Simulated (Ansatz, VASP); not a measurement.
## Zr in VASP and in Ansatz

```
CELL_PARAMETERS angstrom
-1.72878 1.72878 1.72878
1.72878 -1.72878 1.72878
1.72878 1.72878 -1.72878
ATOMIC_POSITIONS crystal
Zr 0.00000 0.00000 0.00000
```

Alike in both runs: task single point; functional r2SCAN; k mesh 8 × 8 × 8; occupations gaussian, width 0.1 eV; no spin polarisation.

|  | VASP | Ansatz |
| --- | --- | --- |
| version | VASP 6.6.1 | Ansatz 0.2.0 |
| potentials or method | VASP PAW PBE potentials, release 64 (Zr_sv), cutoff 520 eV | scalar-relativistic, plane waves, PAW |
| valence electrons in the cell | 12 | 12 |

|  | VASP | Ansatz | Ansatz less VASP |
| --- | --- | --- | --- |
| gap on the k mesh at the Fermi level (eV) | none | none | - |
| pressure (GPa) | 12.1 | 12.0 | -0.10 |

VASP's potentials were made for PBE, not for r2SCAN. A gap of «none» marks a metal or a gap that the smearing closes.
